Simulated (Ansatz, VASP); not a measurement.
Two plane-wave programs on CaTlH3

Contents of INCAR:

```
ALGO = Normal ; EDIFF = 1E-6
ENCUT = 520 ; GGA = CA
ISIF = 2 ; ISMEAR = -1
LASPH = T ; LCHARG = F
LREAL = F ; LWAVE = F
NBANDS = 21 ; NELM = 100
PREC = Accurate ; SIGMA = 0.15
```

File KPOINTS:

```
k-points
0
Gamma
  10 10 10
```

Contents of POSCAR:

```
CaTlH3
1.0
    4.1204000000      0.0000000000      0.0000000000
    0.0000000000      4.1204000000      0.0000000000
    0.0000000000      0.0000000000      4.1204000000
Tl Ca H
1 1 3
Direct
    0.0000000000      0.0000000000      0.0000000000
    0.5000000000      0.5000000000      0.5000000000
    0.5000000000      0.5000000000      0.0000000000
    0.5000000000      0.0000000000      0.5000000000
    0.0000000000      0.5000000000      0.5000000000
```

Input for Ansatz:

```yaml
crystal:
  lattice:
    - [4.1204, 0.0, 0.0]
    - [0.0, 4.1204, 0.0]
    - [0.0, 0.0, 4.1204]
  atoms:
    - { symbol: Tl, position: [0.0, 0.0, 0.0] }
    - { symbol: Ca, position: [0.5, 0.5, 0.5] }
    - { symbol: H, position: [0.5, 0.5, 0.0] }
    - { symbol: H, position: [0.5, 0.0, 0.5] }
    - { symbol: H, position: [0.0, 0.5, 0.5] }
basis:
  ecutwfc: 420
kpoints:
  mp_grid: { grid: [10, 10, 10] }
hamiltonian:
  xc: lda
scf:
  occupations: { method: fermi_dirac, width: 0.15 }
output:
  forces: true
  stress: true
  eigenvalues: true
```

Alike in both runs: task single point; functional LDA; k mesh 10 × 10 × 10; occupations fermi-dirac, width 0.15 eV; no spin polarisation.

|  | VASP | Ansatz |
| --- | --- | --- |
| version | VASP 6.6.1 | Ansatz 0.2.0 |
| potentials or method | VASP PAW LDA potentials, release 64 (Tl_d, Ca_sv, H), cutoff 520 eV | scalar-relativistic, plane waves, PAW |
| valence electrons in the cell | 26 | 26 |

Ansatz gave:

- gap on the k mesh at the Fermi level (eV): none
- pressure (GPa): 2.7

What did VASP give for the same quantities?

gap on the k mesh at the Fermi level (eV): none; pressure (GPa): 2.8.

LDA's correlation is that of Perdew and Zunger in VASP and of Perdew and Wang (1992) in Ansatz. A gap of «none» marks a metal or a gap that the smearing closes.

Neither program's run includes spin-orbit coupling.
